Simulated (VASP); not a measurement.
# Ag (P6_3/mmc) in VASP: further runs

Ag is run at these levels: r2SCAN; tasks: single point.

Program: VASP 6.6.1. These are calculated values, not measurements. Logs are shortened: lines on timing, memory, paths and dates and some standing lists are left out, and cuts for length are marked.

**1. The cell of the first run**

Symmetry: P6_3/mmc, No. 194, hexagonal system. Conventional cell: a = 3.047 Å, b = 3.047 Å, c = 5.173 Å, α = 90.00°, β = 90.00°, γ = 120.00°. Ag (site symmetry -6m2) has 12 Ag at 3.05 to 3.13 Å within 4.0 Å.

This isn't the form of Ag at room conditions, which is fcc.

**2. Single point, r2SCAN (strain +0.040 along x and y, +0.080 along z)**

POSCAR

```
Ag
1.0
    3.0471980036      0.0000000000      0.0000000000
   -1.5235990018      2.6389508815      0.0000000000
    0.0000000000      0.0000000000      5.1732000000
Ag
2
Direct
    0.3333333333      0.6666666667      0.2500000000
    0.6666666667      0.3333333333      0.7500000000
```

INCAR.step1

```
SYSTEM = Ag
PREC = Accurate ; ENCUT = 520
ISMEAR = 0 ; SIGMA = 0.15
LREAL = .False. ; LASPH = .True.
NELM = 100 ; NBANDS = 18
GGA = PE ; ALGO = Normal
EDIFF = 1E-4 ; LWAVE = .True.
LCHARG = .False.
```

INCAR.step2

```
SYSTEM = Ag
PREC = Accurate ; ENCUT = 520
EDIFF = 1E-6 ; ISMEAR = 0
SIGMA = 0.15 ; LREAL = .False.
LASPH = .True. ; NELM = 100
ALGO = Normal ; ISIF = 2
LWAVE = .False. ; LCHARG = .False.
METAGGA = R2SCAN ; LMIXTAU = .True.
NBANDS = 18 ; ISTART = 1
```

KPOINTS

```
Automatic mesh
0
Gamma
  18 18 10
  0 0 0
```

Potentials or basis: VASP PAW PBE potentials, release 64 (Ag).

Launch:

```
$ cat potpaw_PBE.64/Ag/POTCAR > POTCAR
$ cp INCAR.step1 INCAR
$ mpirun -np 1 vasp_std > vasp.out
$ cp INCAR.step2 INCAR
$ mpirun -np 1 vasp_std > vasp.out
```

OUTCAR:

```text
SYSTEM = Ag
   PREC = Accurate
   ENCUT = 520
   EDIFF = 1E-6
   ISMEAR = 0
   LREAL = .False.
   LASPH = .True.
   NELM = 100
   ISIF = 2
   METAGGA = R2SCAN
   ISTART = 1

 ion  position               nearest neighbor table
   1  0.333  0.667  0.250-   2 3.13   2 3.13   2 3.13   2 3.13   2 3.13   2 3.13
   2  0.667  0.333  0.750-   1 3.13   1 3.13   1 3.13   1 3.13   1 3.13   1 3.13

  LATTYP: Found a hexagonal cell.
 ALAT       =     3.0471980036
 C/A-ratio  =     1.6976907946

  Lattice vectors:

 A1 = (   3.0471980036,   0.0000000000,   0.0000000000)
 A2 = (  -1.5235990018,   2.6389508815,   0.0000000000)
 A3 = (   0.0000000000,   0.0000000000,   5.1732000000)

Analysis of symmetry for initial positions (statically):
=====================================================================
 Subroutine PRICEL returns:
 Original cell was already a primitive cell.

 Routine SETGRP: Setting up the symmetry group for a
 hexagonal supercell.

 Subroutine GETGRP returns: Found 24 space group operations
 (whereof 12 operations were pure point group operations)
 out of a pool of 24 trial point group operations.

The static configuration has the point symmetry D_3d.
 The point group associated with its full space group is D_6h.

Analysis of symmetry for dynamics (positions and initial velocities):
=====================================================================
 Subroutine PRICEL returns:
 Original cell was already a primitive cell.

 Routine SETGRP: Setting up the symmetry group for a
 hexagonal supercell.

 Subroutine GETGRP returns: Found 24 space group operations
 (whereof 12 operations were pure point group operations)
 out of a pool of 24 trial point group operations.

The dynamic configuration has the point symmetry D_3d.
 The point group associated with its full space group is D_6h.

 Subroutine INISYM returns: Found 24 space group operations
 (whereof 12 operations are pure point group operations),
 and found     1 'primitive' translations

----------------------------------------------------------------------------------------

                                     Primitive cell

  volume of cell :      41.5998

  direct lattice vectors                    reciprocal lattice vectors
     3.047198004  0.000000000  0.000000000     0.328170338  0.189469233  0.000000000
    -1.523599002  2.638950882  0.000000000     0.000000000  0.378938466  0.000000000
     0.000000000  0.000000000  5.173200000     0.000000000  0.000000000  0.193303951

  length of vectors
     3.047198004  3.047198004  5.173200000     0.378938466  0.378938466  0.193303951

  position of ions in fractional coordinates (direct lattice)
     0.333333333  0.666666667  0.250000000
     0.666666667  0.333333333  0.750000000

  ion indices of the primitive-cell ions
   primitive index   ion index
                 1           1
                 2           2

----------------------------------------------------------------------------------------

 KPOINTS: Automatic mesh

Automatic generation of k-mesh.
 Grid dimensions read from file:
 generate k-points for:   18   18   10

 Generating k-lattice:

  Cartesian coordinates                     Fractional coordinates (reciprocal lattice)
     0.018231685  0.010526069  0.000000000     0.055555556  0.000000000  0.000000000
     0.000000000  0.021052137  0.000000000     0.000000000  0.055555556  0.000000000
     0.000000000  0.000000000  0.019330395     0.000000000  0.000000000  0.100000000

  Length of vectors
     0.021052137  0.021052137  0.019330395

  Shift w.r.t. Gamma in fractional coordinates (k-lattice)
     0.000000000  0.000000000  0.000000000

 Subroutine IBZKPT returns following result:
 ===========================================

 Found    222 irreducible k-points:

 Following reciprocal coordinates:
            Coordinates               Weight
  0.000000  0.000000  0.000000      1.000000
  0.055556  0.000000  0.000000      6.000000
  0.111111  0.000000  0.000000      6.000000
  0.166667 -0.000000  0.000000      6.000000
  0.222222  0.000000  0.000000      6.000000
  0.277778  0.000000  0.000000      6.000000
[... 16 lines left out ...]
  0.333333  0.111111  0.000000     12.000000
  0.388889  0.111111  0.000000     12.000000
 [... further k-points ...]
   k-points           NKPTS =    222   k-points in BZ     NKDIM =    222   number of bands    NBANDS=     18
   number of dos      NEDOS =    301   number of ions     NIONS =      2
   total plane-waves  NPLWV =  23040
   dimension x,y,z NGX =    24 NGY =   24 NGZ =   40
   dimension x,y,z NGXF=    48 NGYF=   48 NGZF=   80
   ions per type =               2
   NGX,Y,Z   is equivalent  to a cutoff of  13.09, 13.09, 12.85 a.u.
   NGXF,Y,Z  is equivalent  to a cutoff of  26.19, 26.19, 25.71 a.u.
 SYSTEM =  Ag
   PREC   = accura    normal or accurate (medium, high low for compatibility)
   ISTART =      1    job   : 0-new  1-cont  2-samecut
   ICHARG =      0    charge: 1-file 2-atom 10-const
   ISPIN  =      1    spin polarized calculation?
   LNONCOLLINEAR =      F non collinear calculations
   LSORBIT =      F    spin-orbit coupling
   LASPH  =      T    aspherical Exc in radial PAW
   ENCUT  =  520.0 eV  38.22 Ry    6.18 a.u.   5.67  5.67  9.62*2*pi/ulx,y,z
   NELM   =    100;   NELMIN=  2; NELMDL=  0     # of ELM steps
   EDIFF  = 0.1E-05   stopping-criterion for ELM
   LREAL  =      F    real-space projection
   EDIFFG = 0.1E-04   stopping-criterion for IOM
   NSW    =      0    number of steps for IOM
   IBRION =     -1    ionic relax: 0-MD 1-quasi-New 2-CG
   NFREE  =      0    steps in history (QN), initial steepest desc. (CG)
   ISIF   =      2    stress and relaxation
   ISYM   =      2    0-nonsym 1-usesym 2-fastsym
   POTIM  = 0.5000    time-step for ionic-motion
   TEBEG  =    0.0;   TEEND  =   0.0 temperature during run
   PSTRESS=    0.0 pullay stress
   NELECT =      22.0000    total number of electrons
   NUPDOWN=      -1.0000    fix difference up-down
   EMIN   =  10.00;   EMAX   =-10.00  energy-range for DOS
   EFERMI =   0.00;   METHOD = LEGACY
   ISMEAR =     0;   SIGMA  =   0.15  broadening in eV -4-tet -1-fermi 0-gaus
   EFERMI_NEDOS =   21; number of points for ismear=-14 and -15
   IALGO  =     38    algorithm
   IMIX   =      4    mixing-type and parameters
     AMIX     =   0.40;   BMIX     =  1.00
     AMIX_MAG =   1.60;   BMIX_MAG =  1.00
  volume/ion in A,a.u.               =      20.80       140.36
  Fermi-wavevector in a.u.,A,eV,Ry     =   1.323890  2.501790 23.846731  1.752685
  Thomas-Fermi vector in A             =   2.453465
   LORBIT       =      0    0 simple, 1 ext, 2 COOP (PROOUT), +10 PAW based schemes
   METAGGA = R2SCAN    functional components
   LHFCALC =     F    Hartree Fock is set to
   AEXX    =    0.0000 exact exchange contribution
   IVDW    =     0    specifies the selected vdW correction
   LEPSILON=     F    determine dielectric tensor
   LRPA    =     F    only Hartree local field effects (RPA)
 non-spin polarized calculation
 Gauss-broadening in eV      SIGMA  =   0.15
  energy-cutoff  :      520.00
  volume of cell :       41.60
 maximum number of plane-waves:      1136
 NGX is ok and might be reduce to    24
   NGX = 11   NGY = 11   NGZ = 19

 number of electron      22.0000003 magnetization

 Free energy of the ion-electron system (eV)
  ---------------------------------------------------
  ext. energy  EPLUGINS =         0.00000000
  ---------------------------------------------------
  free energy    TOTEN  =       -42.41403703 eV

  energy without entropy =      -42.40757311  energy(sigma->0) =      -42.41080507

 E-fermi :   6.0007     XC(G=0): -11.6438

 val. band max:        5.9794856948   @ k =   0.3333   0.0556   0.4000
 cond. band min:       6.0114140639   @ k =   0.2222   0.0000   0.2000
 fundamental gap:      0.0319283692
 Fermi energy:         6.0007043606

 k-point     1 :       0.0000    0.0000    0.0000
  band No.  band energies     occupation
      1      -0.5883      2.00000
      2       0.3246      2.00000
      3       1.3436      2.00000
      4       1.5196      2.00000
      5       1.5196      2.00000
      6       1.6615      2.00000
[... 10 lines left out ...]
     17      23.1730      0.00000
     18      23.5864      0.00000

 k-point     2 :       0.0556    0.0000    0.0000
  band No.  band energies     occupation
      1      -0.5097      2.00000
      2       0.3670      2.00000
      3       1.3361      2.00000
      4       1.5266      2.00000
      5       1.5549      2.00000
      6       1.6477      2.00000
[... 10 lines left out ...]
     17      22.5249      0.00000
     18      24.0131      0.00000

 k-point     3 :       0.1111    0.0000    0.0000
  band No.  band energies     occupation
      1      -0.2816      2.00000
      2       0.4816      2.00000
      3       1.3027      2.00000
      4       1.5517      2.00000
      5       1.6337      2.00000
      6       1.6580      2.00000
[... 10 lines left out ...]
     17      22.7629      0.00000
     18      24.4182      0.00000

 k-point     4 :       0.1667   -0.0000    0.0000
  band No.  band energies     occupation
      1       0.0643      2.00000
      2       0.6218      2.00000
      3       1.2675      2.00000
      4       1.5288      2.00000
      5       1.7025      2.00000
      6       1.7384      2.00000
[... 10 lines left out ...]
     17      22.8687      0.00000
     18      23.1950      0.00000

 k-point     5 :       0.2222    0.0000    0.0000
  band No.  band energies     occupation
      1       0.4305      2.00000
      2       0.6954      2.00000
      3       1.3299      2.00000
      4       1.4396      2.00000
      5       1.5216      2.00000
      6       1.8150      2.00000
[... 10 lines left out ...]
     17      21.4779      0.00000
     18      22.1925      0.00000

 k-point     6 :       0.2778    0.0000    0.0000
  band No.  band energies     occupation
      1       0.5941      2.00000
      2       0.7025      2.00000
      3       1.1796      2.00000
      4       1.5137      2.00000
      5       1.6393      2.00000
      6       1.7347      2.00000
[... 10 lines left out ...]
     17      19.7772      0.00000
     18      21.8594      0.00000

 k-point     7 :       0.3333   -0.0000    0.0000
  band No.  band energies     occupation
      1       0.5221      2.00000
      2       0.7134      2.00000
      3       0.9599      2.00000
      4       1.6431      2.00000
      5       1.6634      2.00000
      6       1.8009      2.00000
[... 10 lines left out ...]
     17      18.2697      0.00000
     18      21.8169      0.00000

 k-point     8 :       0.3889   -0.0000    0.0000
  band No.  band energies     occupation
      1       0.4333      2.00000
      2       0.6772      2.00000
      3       0.7965      2.00000
      4       1.6078      2.00000
      5       1.7284      2.00000
      6       1.7447      2.00000
[... 10 lines left out ...]
     17      16.9733      0.00000
     18      21.8031      0.00000
[... 229 lines left out ...]
     17      23.0857      0.00000
     18      23.3367      0.00000

 k-point    20 :       0.1667    0.1111    0.0000
  band No.  band energies     occupation
      1       0.6266      2.00000
      2       0.8166      2.00000
      3       1.1758      2.00000
      4       1.3930      2.00000
      5       1.5299      2.00000
      6       1.6715      2.00000
[... 10 lines left out ...]
     17      21.8559      0.00000
     18      22.2988      0.00000

 k-point    21 :       0.2222    0.1111    0.0000
  band No.  band energies     occupation
      1       0.7698      2.00000
      2       0.8370      2.00000
      3       1.1561      2.00000
      4       1.3693      2.00000
      5       1.5854      2.00000
      6       1.5991      2.00000
[... 10 lines left out ...]
     17      19.9596      0.00000
     18      21.6496      0.00000

 k-point    22 :       0.2778    0.1111    0.0000
  band No.  band energies     occupation
      1       0.6699      2.00000
      2       0.8546      2.00000
      3       0.9568      2.00000
      4       1.5485      2.00000
      5       1.6174      2.00000
      6       1.7303      2.00000
[... 10 lines left out ...]
     17      18.4304      0.00000
     18      21.1458      0.00000

 k-point    23 :       0.3333    0.1111    0.0000
  band No.  band energies     occupation
      1       0.5754      2.00000
      2       0.8085      2.00000
      3       0.8171      2.00000
      4       1.5225      2.00000
      5       1.7502      2.00000
      6       1.7593      2.00000
[... 10 lines left out ...]
     17      17.0887      0.00000
     18      20.7823      0.00000

 k-point    24 :       0.3889    0.1111    0.0000
  band No.  band energies     occupation
      1       0.5120      2.00000
      2       0.7176      2.00000
      3       0.7808      2.00000
      4       1.5191      2.00000
      5       1.6855      2.00000
      6       1.8233      2.00000
[... 10 lines left out ...]
     17      15.9437      0.00000
     18      20.5622      0.00000

 [... further k-points ...]
[... 5 lines left out ...]
  --------------------------------------------------------------------------------------
  -------------------------------------------------------------------------------------
  Total       -2.7723996     -2.7723996     -3.0649832      0.0000000      0.0000000     -0.0000000
  in kB     -106.7763727   -106.7763727   -118.0449550      0.0000000      0.0000000     -0.0000000
  external PRESSURE =    -110.5325668 kB  Pullay stress =       0.0000000 kB

 VOLUME and BASIS-vectors are now :
 -----------------------------------------------------------------------------
  energy-cutoff  :      520.00
  volume of cell :       41.60
      direct lattice vectors                 reciprocal lattice vectors
     3.047198004  0.000000000  0.000000000     0.328170338  0.189469233  0.000000000
    -1.523599002  2.638950882  0.000000000     0.000000000  0.378938466  0.000000000
     0.000000000  0.000000000  5.173200000     0.000000000  0.000000000  0.193303951

 POSITION                                       TOTAL-FORCE (eV/Angst)
 -----------------------------------------------------------------------------------
     -0.00000      1.75930      1.29330         0.000000     -0.000000      0.000000
      1.52360      0.87965      3.87990        -0.000000      0.000000      0.000000
 -----------------------------------------------------------------------------------
    total drift:                               -0.000000      0.000000     -0.000000

  FREE ENERGIE OF THE ION-ELECTRON SYSTEM (eV)
  ---------------------------------------------------
  free  energy   TOTEN  =       -42.4140370295 eV

  energy  without entropy=      -42.4075731082  energy(sigma->0) =      -42.41080507
```

Run time: 7.7 min. Hardware: 1 thread of Intel Xeon 8259CL, shared host; peak memory 0.27 GiB.

What came out:

| Item | Value |
| --- | --- |
| Free energy | -42.4140 eV |
| Pressure | -11.1 GPa |
| Band gap on the k mesh | zero (bands 11 and 12 overlap by 7.48 eV) |

Stress tensor (GPa, compression positive):
```
-10.68   0.00   0.00
  0.00 -10.68   0.00
  0.00   0.00 -11.80
```

Caveat: the cell differs from its parent crystal (strain +0.040 along x and y, +0.080 along z); the cell stands under tension; the PAW data sets were made with another functional, which shifts forces and pressure a little.

**3. Single point, r2SCAN (strain +0.080 along x and y, +0.040 along z)**

POSCAR

```
Ag
1.0
    3.1643979269      0.0000000000      0.0000000000
   -1.5821989634      2.7404489923      0.0000000000
    0.0000000000      0.0000000000      4.9816000000
Ag
2
Direct
    0.3333333333      0.6666666667      0.2500000000
    0.6666666667      0.3333333333      0.7500000000
```

INCAR.step1

```
SYSTEM = Ag
  PREC = Accurate
  ENCUT = 520
  ISMEAR = 0
  SIGMA = 0.15
  LREAL = .False.
  LASPH = .True.
  NELM = 80
  NBANDS = 18
  GGA = PE
  ALGO = Normal
  EDIFF = 1E-4
  LWAVE = .True.
  LCHARG = .False.
```

INCAR.step2

```
SYSTEM = Ag
  PREC = Accurate
  ENCUT = 520
  EDIFF = 1E-6
  ISMEAR = 0
  SIGMA = 0.15
  LREAL = .False.
  LASPH = .True.
  NELM = 80
  ALGO = Normal
  ISIF = 2
  LWAVE = .False.
  LCHARG = .False.
  METAGGA = R2SCAN
  LMIXTAU = .True.
  NBANDS = 18
  ISTART = 1
```

KPOINTS is that of step 2.

Potentials or basis: VASP PAW PBE potentials, release 64 (Ag).

Launch:

```
$ cat potpaw_PBE.64/Ag/POTCAR > POTCAR
$ cp INCAR.step1 INCAR
$ mpirun -np 1 vasp_std > vasp.out
$ cp INCAR.step2 INCAR
$ mpirun -np 1 vasp_std > vasp.out
```

It took 9.5 min on 1 thread of Intel Xeon 8259CL, shared host; peak memory 0.28 GiB.

The run converged. Its results:

```
Free energy            : -42.2966 eV
Pressure               : -12.0 GPa
Band gap on the k mesh : zero (bands 11 and 12 overlap by 7.06 eV)
```

Stress tensor (GPa, compression positive):
```
-12.42   0.00   0.00
  0.00 -12.42   0.00
  0.00   0.00 -11.28
```

Levels at points of the mesh, in eV from the Fermi level:
```
           k point  band 7  band 8  band 9  band 10  band 11  band 12  band 13  band 14  band 15  band 16
(0.00, 0.00, 0.00)   -4.25   -4.13   -4.13    -3.35    -3.35     0.43     2.91    15.04    15.54    15.54
(0.50, 0.00, 0.00)   -3.72   -3.34   -3.23    -3.20     0.08     0.84     6.32     6.52     7.87     9.31
(0.00, 0.00, 0.50)   -3.96   -3.96   -3.57    -3.57    -3.57    -3.57    10.46    10.46    15.34    15.34
(0.50, 0.00, 0.50)   -3.36   -3.36   -3.27    -3.27     1.02     1.02     3.35     3.35    11.92    11.92
```

Caveat: the cell differs from its parent crystal (strain +0.080 along x and y, +0.040 along z); the cell stands under tension; the PAW data sets were made with another functional, which shifts forces and pressure a little.

**4. Single point, r2SCAN (strain +0.080 along x and y, +0.080 along z)**

Edit POSCAR of step 3 so:

```diff
@@ -4,3 +4,3 @@
    -1.5821989634      2.7404489923      0.0000000000
-    0.0000000000      0.0000000000      4.9816000000
+    0.0000000000      0.0000000000      5.1732000000
 Ag
```

INCAR.step1

```
ALGO = Normal
EDIFF = 1E-4
ENCUT = 520
GGA = PE
ISMEAR = 0
LASPH = T
LCHARG = F
LREAL = F
LWAVE = T
NBANDS = 18
NELM = 100
PREC = Accurate
SIGMA = 0.15
```

INCAR.step2

```
ALGO = Normal
EDIFF = 1E-7
ENCUT = 520
ISIF = 2
ISMEAR = 0
ISTART = 1
LASPH = T
LCHARG = F
LMIXTAU = T
LREAL = F
LWAVE = F
METAGGA = R2SCAN
NBANDS = 18
NELM = 100
PREC = Accurate
SIGMA = 0.15
```

KPOINTS

```
k-points
0
Gamma
  18 18 10
```

Launch:

```
$ cat potpaw_PBE.64/Ag/POTCAR > POTCAR
$ cp INCAR.step1 INCAR
$ mpirun -np 1 vasp_std > vasp.out
$ cp INCAR.step2 INCAR
$ mpirun -np 1 vasp_std > vasp.out
```

Run time: 11 min. Hardware: 1 thread of Intel Xeon 8259CL, shared host; peak memory 0.28 GiB.

It converged, with:

| Property | Result |
| --- | --- |
| Free energy | -42.1729 eV |
| Pressure | -12.7 GPa |
| Band gap on the k mesh | zero (bands 11 and 12 overlap by 7.12 eV) |

Stress tensor (GPa, compression positive):
```
-12.81   0.00   0.00
  0.00 -12.81   0.00
  0.00   0.00 -12.60
```

Levels at points of the mesh, in eV from the Fermi level:
| k point | band 9 | band 10 | band 11 | band 12 | band 13 | band 14 |
| --- | --- | --- | --- | --- | --- | --- |
| (0.00, 0.00, 0.00) | -3.96 | -3.33 | -3.33 | 0.30 | 2.30 | 15.18 |
| (0.50, 0.00, 0.00) | -3.22 | -3.17 | 0.24 | 0.95 | 5.93 | 6.27 |
| (0.00, 0.00, 0.50) | -3.53 | -3.53 | -3.53 | -3.53 | 9.46 | 9.46 |
| (0.50, 0.00, 0.50) | -3.20 | -3.20 | 1.12 | 1.12 | 3.27 | 3.27 |

Caveat: the cell differs from its parent crystal (strain +0.080 along x and y, +0.080 along z); the cell stands under tension; the PAW data sets were made with another functional, which shifts forces and pressure a little.

**5. The runs side by side**

| cell | gap on the mesh (eV) | pressure (GPa) |
| --- | --- | --- |
| a = 3.047, b = 3.047, c = 5.173 Å, angles 90.0, 90.0, 120.0°, 2 atoms | none | -11.1 |
| a = 3.164, b = 3.164, c = 4.982 Å, angles 90.0, 90.0, 120.0°, 2 atoms | none | -12.0 |
| a = 3.164, b = 3.164, c = 5.173 Å, angles 90.0, 90.0, 120.0°, 2 atoms | none | -12.7 |

Alike in all rows: task single point; level r2SCAN; potentials or basis VASP PAW PBE potentials, release 64 (Ag); no spin polarisation; k mesh 18 × 18 × 10; cutoff (eV) 520; smearing gaussian 0.15 eV.

Caveats: the cell stands under tension; the PAW data sets were made with another functional, which shifts forces and pressure a little.

Total energies depend on the potentials used, so only differences within one code and one set of settings carry meaning.

The gap in the log of VASP goes by the Fermi energy; the results here count the filled bands.